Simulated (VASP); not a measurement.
Wanted: the native input for a VASP 6.6.1 run.

| Property | Result |
| --- | --- |
| Task | single point |
| Functional | r2SCAN |
| Potentials or basis | VASP PAW PBE potentials, release 64 (Al, Cu) |
| Cutoff | 520 eV |
| k mesh | 16 × 16 × 6 |
| Occupations | gaussian, width 0.1 eV |
| Spin | no spin polarisation |
| Dipole correction | no |
| Further INCAR settings | ALGO = Normal; EDIFF = 1e-07; NBANDS = 18 |

Crystal: Al3Cu.

```
Al Cu
1.0
     2.67721    0.00000    0.00000
     0.00000    2.67721    0.00000
     0.00000    0.00000    7.29722
Al Cu
3 1
Direct
  0.00000 0.00000 0.50000
  0.50000 0.50000 0.22649
  0.50000 0.50000 0.77351
  0.00000 0.00000 0.00000
```

The input as run:

POSCAR

```
Al3Cu
1.0
    2.6772119851      0.0000000000      0.0000000000
    0.0000000000      2.6772119851      0.0000000000
    0.0000000000      0.0000000000      7.2972190938
Al Cu
3 1
Direct
    0.0000000000      0.0000000000      0.5000000000
    0.5000000000      0.5000000000      0.2264900890
    0.5000000000      0.5000000000      0.7735099110
    0.0000000000      0.0000000000      0.0000000000
```

INCAR.step1

```
  PREC = Accurate
  ENCUT = 520
  ISMEAR = 0
  SIGMA = 0.1
  LREAL = False
  LASPH = True
  NELM = 60
  NBANDS = 18
  GGA = PE
  ALGO = Normal
  EDIFF = 1E-4
  LWAVE = True
  LCHARG = False
```

INCAR.step2

```
  PREC = Accurate
  ENCUT = 520
  EDIFF = 1E-7
  ISMEAR = 0
  SIGMA = 0.1
  LREAL = False
  LASPH = True
  NELM = 60
  ALGO = Normal
  ISIF = 2
  LWAVE = False
  LCHARG = False
  METAGGA = R2SCAN
  LMIXTAU = True
  NBANDS = 18
  ISTART = 1
```

KPOINTS

```
regular mesh
0
Gamma
  16 16 6
```

Potentials or basis: VASP PAW PBE potentials, release 64 (Al, Cu).

Command:

```sh
$ cat potpaw_PBE.64/Al/POTCAR potpaw_PBE.64/Cu/POTCAR > POTCAR
$ cp INCAR.step1 INCAR
$ mpirun -np 1 vasp_std > vasp.out
$ cp INCAR.step2 INCAR
$ mpirun -np 1 vasp_std > vasp.out
```

It gave:

* Pressure: 14.7 GPa
* Largest force: 0.023 eV/Å
* Band gap on the k mesh: zero (bands 10 and 11 overlap by 6.71 eV)

Caveat: the cell stands under pressure; the PAW data sets were made with another functional, which shifts forces and pressure a little.

Run time: 4 min on 1 thread of Intel(R) Xeon(R) 6975P-C (Granite Rapids), on a shared host, peak memory 0.28 GiB.
